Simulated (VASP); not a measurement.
Crystal: Ga.

```
CELL_PARAMETERS angstrom
-2.76600 0.00000 0.00000
-0.11745 0.00000 3.32993
-1.38300 4.02650 0.00000
ATOMIC_POSITIONS crystal
Ga 0.86900 0.25000 0.26200
Ga 0.13100 0.75000 0.73800
```

Base run:

```yaml
Program: VASP 6.6.1
Functional: PBE
Potentials_or_basis: VASP PAW PBE potentials, release 64 (Ga_d)
Cutoff: 520 eV
k_mesh: 14 × 10 × 14
Occupations: gaussian, width 0.05 eV
Spin: no spin polarisation
```

Its results: band gap on the k mesh zero (bands 13 and 14 overlap by 8.39 eV); pressure 1.7 GPa; largest force 0.202 eV/Å.

Q: The run is repeated on the same cell with these changes: functional from PBE to LDA; potentials or basis from VASP PAW PBE potentials, release 64 (Ga_d) to VASP PAW LDA potentials, release 64 (Ga_d). What comes out?

A: Band gap on the k mesh zero (bands 13 and 14 overlap by 8.32 eV); pressure -3.9 GPa; largest force 0.180 eV/Å.

Caveats: the cell stands under tension (at least some runs).
